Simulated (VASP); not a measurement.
Input of a VASP 6.6.1 run:

Contents of INCAR:

```
ALGO     = Normal         # electronic algorithm
EDIFF    = 1E-6           # SCF threshold, eV
ENCUT    = 520            # plane-wave cutoff, eV
GGA      = PE             # functional
ISIF     = 2              # what is computed and relaxed
ISMEAR   = 0              # smearing method
IVDW     = 12             # dispersion correction
LASPH    = True           # aspherical terms in the spheres
LCHARG   = False          # write CHGCAR
LREAL    = False          # projectors in reciprocal space
LWAVE    = False          # write WAVECAR
NBANDS   = 16             # bands
NELM     = 80             # most SCF steps
PREC     = Accurate       # precision mode
SIGMA    = 0.15           # smearing width, eV
```

KPOINTS

```
k-points
0
Gamma
  18 12 10
```

File POSCAR:

```
C
1.0
   -2.4646600698      0.0000000000      0.0000000000
    0.0000000000      0.0000000000     -3.5719696368
    0.0000000000     -4.2689164642      0.0000000000
C
4
Direct
    0.5000000000      0.0000000000      0.1750997200
    0.0000000000      0.0000000000      0.6694776845
    0.0000000000      0.0000000000      0.3249002800
    0.5000000000      0.0000000000      0.8305223155
```

Potentials or basis: VASP PAW PBE potentials, release 64 (C).

Launch:

```sh
$ cat potpaw_PBE.64/C/POTCAR > POTCAR
$ mpirun -np 1 vasp_std > vasp.out
```

What does it give for the pressure?

1.4 GPa.

What does it give for the band gap on the k mesh?

Zero (bands 8 and 9 overlap by 0.30 eV).

What does it give for the dispersion energy per atom?

-0.145 eV.

Estimate the largest force.

3.409 eV/Å.

Stress tensor (GPa, compression positive):
```
 6.98  0.00  0.00
 0.00 -2.59  0.00
 0.00  0.00 -0.09
```

Caveat: the cell differs from its parent crystal (atoms displaced along a vibrational mode); forces of over 1 eV/Å act on the atoms, so gaps and moduli don't describe the material at rest.
